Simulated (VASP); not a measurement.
# CdWF6 (R-3) in VASP: relaxation of cell and atoms with PBEsol

Aim: the relaxation of cell and atoms of CdWF6 with PBEsol.

Program: VASP 6.6.1. These are calculated values, not measurements. Logs are shortened: lines on timing, memory, paths and dates and some standing lists are left out, and cuts for length are marked.

### 1 The cell of the first run

Symmetry: R-3, No. 148, trigonal system. The conventional cell has a = 5.152 Å, b = 5.152 Å, c = 14.107 Å, α = 90.00°, β = 90.00°, γ = 120.00°. Cd (site symmetry -3) has 6 F at 2.24 Å within 3.0 Å. Within 2.5 Å of W (site symmetry -3) lie 6 F at 1.85 Å. Within 2.5 Å of F (site symmetry 1) lie 1 W at 1.85 Å and 1 Cd at 2.24 Å.

### 2 Relaxation of cell and atoms, PBEsol

Contents of INCAR:

```
ALGO = Normal ; EDIFF = 1E-6
EDIFFG = -0.03 ; ENCUT = 600
GGA = PS ; IBRION = 2
ISIF = 3 ; ISMEAR = -1
LASPH = T ; LCHARG = F
LREAL = F ; LWAVE = F
NELM = 100 ; NSW = 80
PREC = Accurate ; SIGMA = 0.0114
```

Contents of KPOINTS:

```
k-points
0
Gamma
  4 4 4
```

Contents of POSCAR:

```
CdWF6
1.0
    2.5759183900      4.4616208200      0.0000000000
   -2.5759183900      4.4616208200      0.0000000000
    0.0000000000     -2.9744142100      4.7024742300
Cd W F
1 1 6
Direct
    0.5000000000      0.5000000000      0.5000000000
    0.0000000000      0.0000000000      0.0000000000
    0.2200000000      0.6300000000      0.7750000000
    0.9250000000      0.2200000000      0.7750000000
    0.6300000000      0.9250000000      0.7750000000
    0.7800000000      0.3700000000      0.2250000000
    0.0750000000      0.7800000000      0.2250000000
    0.3700000000      0.0750000000      0.2250000000
```

Potentials or basis: VASP PAW PBE potentials, release 64 (Cd, W_sv, F).

The run is started by

```console
$ cat potpaw_PBE.64/Cd/POTCAR potpaw_PBE.64/W_sv/POTCAR potpaw_PBE.64/F/POTCAR > POTCAR
$ mpirun -np 1 vasp_std > vasp.out
```

OUTCAR:

```text
EDIFF = 1E-6
   EDIFFG = -0.03
   ENCUT = 600
   GGA = PS
   IBRION = 2
   ISIF = 3
   ISMEAR = -1
   LASPH = T
   LREAL = F
   NELM = 100
   NSW = 80
   PREC = Accurate

 ion  position               nearest neighbor table
   1  0.500  0.500  0.500-   5 2.24   8 2.24   6 2.24   3 2.24   7 2.24   4 2.24
   2  0.000  0.000  0.000-   5 1.85   8 1.85   7 1.85   4 1.85   3 1.85   6 1.85
   3  0.220  0.630  0.775-   2 1.85   1 2.24
   4  0.925  0.220  0.775-   2 1.85   1 2.24
   5  0.630  0.925  0.775-   2 1.85   1 2.24
   6  0.780  0.370  0.225-   2 1.85   1 2.24
   7  0.075  0.780  0.225-   2 1.85   1 2.24
   8  0.370  0.075  0.225-   2 1.85   1 2.24

  LATTYP: Found a trigonal (rhomboedric) cell.
 ALAT       =     5.5642073053
 COS(alpha) =     0.5713650390

  Lattice vectors:

 A1 = (   2.5759183900,   1.4872066100,   4.7024742300)
 A2 = (  -2.5759183900,   1.4872066100,   4.7024742300)
 A3 = (   0.0000000000,  -2.9744142100,   4.7024742300)

Analysis of symmetry for initial positions (statically):
=====================================================================
 Subroutine PRICEL returns:
 Original cell was already a primitive cell.

 Routine SETGRP: Setting up the symmetry group for a
 trigonal (rhombohedral) supercell.

 Subroutine GETGRP returns: Found  6 space group operations
 (whereof  6 operations were pure point group operations)
 out of a pool of 12 trial point group operations.

The static configuration has the point symmetry S_6 .

Analysis of symmetry for dynamics (positions and initial velocities):
=====================================================================
 Subroutine PRICEL returns:
 Original cell was already a primitive cell.

 Routine SETGRP: Setting up the symmetry group for a
 trigonal (rhombohedral) supercell.

 Subroutine GETGRP returns: Found  6 space group operations
 (whereof  6 operations were pure point group operations)
 out of a pool of 12 trial point group operations.

The dynamic configuration has the point symmetry S_6 .

 Subroutine INISYM returns: Found  6 space group operations
 (whereof  6 operations are pure point group operations),
 and found     1 'primitive' translations

----------------------------------------------------------------------------------------

                                     Primitive cell

  volume of cell :     108.0889

  direct lattice vectors                    reciprocal lattice vectors
     2.575918390  4.461620820  0.000000000     0.194105528  0.112066897  0.070884678
[... 90 lines left out ...]
   NSW    =     80    number of steps for IOM
   IBRION =      2    ionic relax: 0-MD 1-quasi-New 2-CG
   NFREE  =      1    steps in history (QN), initial steepest desc. (CG)
   ISIF   =      3    stress and relaxation
   ISYM   =      2    0-nonsym 1-usesym 2-fastsym
   POTIM  = 0.5000    time-step for ionic-motion
   TEBEG  =    0.0;   TEEND  =   0.0 temperature during run
   PSTRESS=    0.0 pullay stress
   NELECT =      68.0000    total number of electrons
   NUPDOWN=      -1.0000    fix difference up-down
   EMIN   =  10.00;   EMAX   =-10.00  energy-range for DOS
   EFERMI =   0.00;   METHOD = LEGACY
   ISMEAR =    -1;   SIGMA  =   0.01  broadening in eV -4-tet -1-fermi 0-gaus
   EFERMI_NEDOS =   21; number of points for ismear=-14 and -15
   IALGO  =     38    algorithm
   IMIX   =      4    mixing-type and parameters
     AMIX     =   0.40;   BMIX     =  1.00
     AMIX_MAG =   1.60;   BMIX_MAG =  1.00
  volume/ion in A,a.u.               =      13.51        91.18
  Fermi-wavevector in a.u.,A,eV,Ry     =   1.402762  2.650836 26.772755  1.967742
  Thomas-Fermi vector in A             =   2.525492
   LORBIT       =      0    0 simple, 1 ext, 2 COOP (PROOUT), +10 PAW based schemes
   GGA     = PS    functional components
   LHFCALC =     F    Hartree Fock is set to
   AEXX    =    0.0000 exact exchange contribution
   IVDW    =     0    specifies the selected vdW correction
   LEPSILON=     F    determine dielectric tensor
   LRPA    =     F    only Hartree local field effects (RPA)
 conjugate gradient relaxation of ions
 non-spin polarized calculation
  energy-cutoff  :      600.00
  volume of cell :      108.09
 maximum number of plane-waves:      3621
 NGX is ok and might be reduce to    42
   NGX = 21   NGY = 21   NGZ = 23

--------------------------------------- Ionic step        1  -------------------------------------------

 number of electron      68.0000005 magnetization

 Free energy of the ion-electron system (eV)
  ---------------------------------------------------
  ext. energy  EPLUGINS =         0.00000000
  ---------------------------------------------------
  free energy    TOTEN  =       -42.90279784 eV

  energy without entropy =      -42.89784505  energy(sigma->0) =      -42.90032145

------------------------ aborting loop because EDIFF is reached ----------------------------------------

  FORCE on cell =-STRESS in cart. coord.  units (eV):
  Direction    XX          YY          ZZ          XY          YZ          ZX
  --------------------------------------------------------------------------------------
  -------------------------------------------------------------------------------------
  Total       14.4514121     14.4514075     16.4591001     -0.0000002     -0.0000012      0.0000000
  in kB      214.2099754    214.2099075    243.9694743     -0.0000034     -0.0000171      0.0000000
  external PRESSURE =     224.1297857 kB  Pullay stress =       0.0000000 kB
[... 107 lines left out ...]
  FREE ENERGIE OF THE ION-ELECTRON SYSTEM (eV)
  ---------------------------------------------------
  free  energy   TOTEN  =       -43.8929620572 eV

  energy  without entropy=      -43.8856339634  energy(sigma->0) =      -43.88929801

[... ionic steps 4 to 69 ...]

--------------------------------------- Ionic step       70  -------------------------------------------

 number of electron      68.0000025 magnetization

------------------------ aborting loop because EDIFF is reached ----------------------------------------
[... 79 lines left out ...]
--------------------------------------- Ionic step       72  -------------------------------------------

 number of electron      68.0000030 magnetization

 Free energy of the ion-electron system (eV)
  ---------------------------------------------------
  ext. energy  EPLUGINS =         0.00000000
  ---------------------------------------------------
  free energy    TOTEN  =       -44.13041976 eV

  energy without entropy =      -44.13041976  energy(sigma->0) =      -44.13041976

 E-fermi :   0.3374     XC(G=0):  -8.3713

 val. band max:        0.1466722498   @ k =   0.5000   0.0000   0.0000
 cond. band min:       0.5355759837   @ k =   0.0000   0.0000   0.5000
 fundamental gap:      0.3889037339
 Fermi energy:         0.3374287762

 k-point     1 :       0.0000    0.0000    0.0000
  band No.  band energies     occupation
      1     -77.6778      2.00000
      2     -42.0404      2.00000
      3     -41.9435      2.00000
      4     -41.9435      2.00000
      5     -25.0752      2.00000
      6     -24.8088      2.00000
[... 626 lines left out ...]
  FREE ENERGIE OF THE ION-ELECTRON SYSTEM (eV)
  ---------------------------------------------------
  free  energy   TOTEN  =       -44.1304197604 eV

  energy  without entropy=      -44.1304197583  energy(sigma->0) =      -44.13041976

 reached required accuracy - stopping structural energy minimisation
```

OSZICAR:

```text
N       E                     dE             d eps       ncg     rms          rms(c)
DAV:   1     0.769677863654E+03    0.76968E+03   -0.41856E+04  1120   0.195E+03
DAV:   2     0.757355125134E+01   -0.76210E+03   -0.74821E+03  1328   0.521E+02
DAV:   3    -0.474477726803E+02   -0.55021E+02   -0.54489E+02  1328   0.146E+02
[... 667 lines left out ...]
DAV:   8    -0.441241722544E+02    0.88084E-05   -0.59909E-05  1432   0.550E-02    0.142E-02
DAV:   9    -0.441241724606E+02   -0.20615E-06   -0.86540E-06  1096   0.190E-02
  63 F= -.44124172E+02 E0= -.44124172E+02  d E =-.120023E-01
       N       E                     dE             d eps       ncg     rms          rms(c)
DAV:   1    -0.441245843987E+02   -0.41214E-03   -0.14628E-01  1120   0.246E+00    0.163E-01
DAV:   2    -0.441245725331E+02    0.11866E-04   -0.42705E-03  1120   0.379E-01    0.504E-
```

CONTCAR:

```text
CdWF6
   1.00000000000000
     2.8366969691278330    4.9133025431367878   -0.0000000510345770
    -2.8366971376700998    4.9133024458288395   -0.0000000510345737
     0.0000000561807706   -3.2755354177477614    5.3600550226100436
  Cd              W               F
     1     1     6
Direct
     0.5000000000000000    0.5000000000000000    0.5000000000000000
     0.0000000000000000    0.0000000000000000    0.0000000000000000
     0.1186661428122437    0.6258898955502464    0.7968952862647355
     0.0523392479541606    0.1186661425054363    0.7968952862827472
     0.6258898956473167    0.0523392483580381    0.7968952864526981
     0.8813338571877560    0.3741101044497535    0.2031047137352643
     0.9476607520458394    0.8813338574945639    0.2031047137172528
     0.3741101043526833    0.9476607516419618    0.2031047135473019

  0.00000000E+00  0.00000000E+00  0.00000000E+00
  0.00000000E+00  0.00000000E+00  0.00000000E+00
  0.00000000E+00  0.00000000E+00  0.00000000E+00
  0.00000000E+00  0.00000000E+00  0.00000000E+00
  0.00000000E+00  0.00000000E+00  0.00000000E+00
  0.00000000E+00  0.00000000E+00  0.00000000E+00
  0.00000000E+00  0.00000000E+00  0.00000000E+00
  0.00000000E+00  0.00000000E+00  0.00000000E+00
```

Wall time 54 min (1 thread of Intel Xeon Platinum 8559C (Emerald Rapids), shared host); peak memory 0.34 GiB.

What came out:

```
Free energy                            : -44.1304 eV
Relaxed volume                         : 18.68 Å³/atom
Relaxed cell                           : a = 5.673 Å, b = 5.673 Å, c = 6.282 Å, α = 116.85°, β = 116.85°, γ = 60.00°
Space group after relaxing (to 0.05 Å) : R-3 (No. 148)
Energy gained by relaxing              : 153.5 meV/atom
Ionic steps                            : 72
Pressure after relaxing                : -0.2 GPa
Largest force after relaxing           : 0.023 eV/Å
Band gap on the k mesh                 : 0.39 eV, indirect (least direct gap 0.40 eV)
```

Forces on the atoms (eV/Å):
```
Cd   0.000  0.000  0.000
W    0.000  0.000  0.000
F   -0.005 -0.007 -0.022
F    0.009 -0.001 -0.022
F   -0.003  0.008 -0.022
F    0.005  0.007  0.022
F   -0.009  0.001  0.022
F    0.003 -0.008  0.022
```

The path:
```
step  energy change (eV)  largest force (eV/Å)  pressure (GPa)  volume (Å³)
   1              0.0000                2.6654           22.41       108.09
   3             -0.9902                0.3252           -0.92       119.10
   5             -0.9961                0.1777            0.41       118.17
   7             -1.0495                0.1067           -0.13       120.81
   9             -1.0572                0.1182           -0.40       122.00
  11             -1.0593                0.0643            0.35       121.66
  13             -1.0724                0.0472            0.25       123.57
  15             -1.0750                0.2008            0.97       132.09
  17             -1.0839                0.1660           -1.04       129.98
  19             -1.0883                0.0567           -0.12       129.02
  21             -1.0942                0.0672           -0.17       130.14
  23             -1.0984                0.0848            0.34       130.15
  25             -1.1011                0.1816            1.11       130.19
  27             -1.1045                0.1735            1.09       130.50
  29             -1.1159                0.1259            0.99       131.76
  31             -1.1259                0.1259            0.23       133.99
  33             -1.1299                0.1518           -0.32       134.84
  35             -1.1358                0.0677           -0.21       136.01
  37             -1.1380                0.0647            0.51       135.78
  39             -1.1437                0.0481            0.41       136.49
  41             -1.1479                0.1970           -0.10       139.60
  43             -1.1539                0.1260            0.09       139.06
  45             -1.1796                0.0996           -0.01       144.83
  47             -1.1869                0.0635            0.03       148.49
  49             -1.1898                0.0669           -0.29       148.49
  51             -1.1906                0.0633            0.09       148.09
  53             -1.1957                0.0583            0.09       147.35
  55             -1.2066                0.0580           -0.10       144.02
  57             -1.2075                0.0385            0.32       143.58
  59             -1.2094                0.0614            0.05       143.82
  61             -1.2137                0.0555            0.22       144.60
  63             -1.2214                0.1950            0.67       148.13
  65             -1.2227                0.1627            0.49       148.51
  67             -1.2242                0.0761           -0.36       150.23
  69             -1.2248                0.0754           -0.12       149.73
  71             -1.2264                0.0525           -0.15       149.59
  72             -1.2276                0.0233           -0.19       149.41
```

Final structure:
```cif
data_structure
_symmetry_space_group_name_H-M 'P 1'
_symmetry_Int_Tables_number 1
_cell_length_a 5.6734
_cell_length_b 5.6734
_cell_length_c 6.2817
_cell_angle_alpha 116.845
_cell_angle_beta 116.845
_cell_angle_gamma 60.000
_cell_volume 149.41
loop_
_atom_site_label
_atom_site_type_symbol
_atom_site_fract_x
_atom_site_fract_y
_atom_site_fract_z
_atom_site_occupancy
Cd1 Cd 0.50000 0.50000 0.50000 1
W1 W 0.00000 0.00000 0.00000 1
F1 F 0.11867 0.62589 0.79690 1
F2 F 0.05234 0.11867 0.79690 1
F3 F 0.62589 0.05234 0.79690 1
F4 F 0.88133 0.37411 0.20310 1
F5 F 0.94766 0.88133 0.20310 1
F6 F 0.37411 0.94766 0.20310 1
```

Levels at points of the mesh, in eV from the valence-band top:
```
           k point  band 32  band 33  band 34  band 35  band 36  band 37
(0.00, 0.00, 0.00)    -4.93    -4.93    -0.77     0.43     0.44     0.44
(0.50, 0.00, 0.00)    -5.05    -4.93     0.00     0.40     0.48     0.51
(0.50, 0.50, 0.00)    -5.01    -4.85    -0.45     0.49     0.54     0.80
(0.00, 0.00, 0.50)    -4.86    -4.86    -0.23     0.39     0.39     0.43
```

Caveat: the volume moved by over 15 % at a fixed basis, so the end points are rough; the PAW data sets were made with another functional, which shifts forces and pressure a little; spin-orbit coupling is left out, which moves the levels of the heavy elements. A k mesh can miss the band edges.
